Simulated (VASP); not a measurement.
Wanted: the native input for a VASP 6.6.1 run.

| Quantity | Value |
| --- | --- |
| Task | single point |
| Functional | r2SCAN |
| Potentials or basis | VASP PAW PBE potentials, release 64 (Mg, O) |
| Cutoff | 520 eV |
| k mesh | 10 × 10 × 10 |
| Occupations | gaussian, width 0.05 eV |
| Spin | no spin polarisation |
| Dipole correction | no |
| Further INCAR settings | ALGO = Normal; EDIFF = 1e-06; NBANDS = 11 |

MgO:

```
Mg O
1.0
     0.00000    2.13515    2.13515
     1.81488    0.00000    2.13515
     1.81488    2.13515    0.00000
Mg O
1 1
Cartesian
  0.0000 0.0000 0.0000
  1.8149 2.1351 2.1351
```

This cell differs from its parent crystal: strain -0.1500 x Voigt [1, 0, 0, 0, 0, 0].

One way to write it, as run:

POSCAR

```
MgO
1.0
    0.0000000000      2.1351500000      2.1351500000
    1.8148775000      0.0000000000      2.1351500000
    1.8148775000      2.1351500000      0.0000000000
Mg O
1 1
Direct
    0.0000000000      0.0000000000      0.0000000000
    0.5000000000      0.5000000000      0.5000000000
```

INCAR.step1

```
SYSTEM = MgO
  ALGO = Normal
  EDIFF = 1E-4
  ENCUT = 520
  GGA = PE
  ISMEAR = 0
  LASPH = .True.
  LCHARG = .False.
  LREAL = .False.
  LWAVE = .True.
  NBANDS = 11
  NELM = 100
  PREC = Accurate
  SIGMA = 0.05
```

INCAR.step2

```
SYSTEM = MgO
  ALGO = Normal
  EDIFF = 1E-6
  ENCUT = 520
  ISIF = 2
  ISMEAR = 0
  ISTART = 1
  LASPH = .True.
  LCHARG = .False.
  LMIXTAU = .True.
  LREAL = .False.
  LWAVE = .False.
  METAGGA = R2SCAN
  NBANDS = 11
  NELM = 100
  PREC = Accurate
  SIGMA = 0.05
```

KPOINTS

```
k-points
0
Gamma
  10 10 10
  0 0 0
```

Potentials or basis: VASP PAW PBE potentials, release 64 (Mg, O).

Command:

```bash
$ cat potpaw_PBE.64/Mg/POTCAR potpaw_PBE.64/O/POTCAR > POTCAR
$ cp INCAR.step1 INCAR
$ mpirun -np 1 vasp_std > vasp.out
$ cp INCAR.step2 INCAR
$ mpirun -np 1 vasp_std > vasp.out
```

Results of the run:

The pressure is 37.9 GPa. The band gap on the k mesh is 6.50 eV, direct.

Caveat: the cell differs from its parent crystal (strain -0.1500 x Voigt [1, 0, 0, 0, 0, 0]); the PAW data sets were made with another functional, which shifts forces and pressure a little.

Wall time 49 s on 1 thread of Intel(R) Xeon(R) Platinum 8488C (Sapphire Rapids), on a shared host, peak memory 0.15 GiB.
